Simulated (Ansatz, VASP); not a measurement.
**Os4C: VASP beside Ansatz**

```
Os C
1.0
     4.03090    0.00000    0.00000
     0.00000    4.03090    0.00000
     0.00000    0.00000    4.03090
Os C
4 1
Direct
  0.50000 0.00000 0.00000
  0.00000 0.50000 0.00000
  0.00000 0.00000 0.50000
  0.50000 0.50000 0.50000
  0.00000 0.00000 0.00000
```

Alike in both runs: functional PBE; k mesh 4 × 4 × 4; occupations gaussian, width 0.1 eV; no spin polarisation.

Ansatz relaxed the structure, and its values are those at the end. VASP's run is a single point on that final structure, the one shown.

```csv
,VASP,Ansatz
version,VASP 6.6.1,Ansatz 0.2.0
potentials or method,"VASP PAW PBE potentials, release 64 (Os_sv_GW, C), cutoff 600 eV","scalar-relativistic, plane waves, PAW"
valence electrons in the cell,68,68
```

```tsv
	VASP	Ansatz	Ansatz less VASP
gap on the k mesh at the Fermi level (eV)	none	none	-
pressure (GPa)	-0.6	-0.2	+0.46
```

A gap of «none» marks a metal or a gap that the smearing closes.

The k mesh is coarse, so the values compare programs but aren't converged. Neither program's run includes spin-orbit coupling.
